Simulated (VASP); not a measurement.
Crystal: Pd.

```xyz
1
Lattice="0.0000 1.9465 1.9465 1.9465 0.0000 1.9465 1.9465 1.9465 0.0000" Properties=species:S:1:pos:R:3 pbc="T T T"
Pd    0.0000    0.0000    0.0000
```

Base run:

- Program: VASP 6.6.1
- Functional: PBE
- Potentials or basis: VASP PAW PBE potentials, release 64 (Pd)
- Cutoff: 500 eV
- k mesh: 11 × 11 × 11
- Occupations: fermi-dirac, width 0.05 eV
- Spin: no spin polarisation

Its results: band gap on the k mesh zero (band 5 reaches 10.02 eV, above the bottom of band 6 at 8.52 eV); pressure 7.3 GPa.

Task: The run is repeated on the same cell with these changes: occupations from fermi-dirac, width 0.05 eV to fermi-dirac, width 0.15 eV. What comes out?

Result: Band gap on the k mesh zero (band 5 reaches 10.01 eV, above the bottom of band 6 at 8.50 eV); pressure 7.8 GPa.
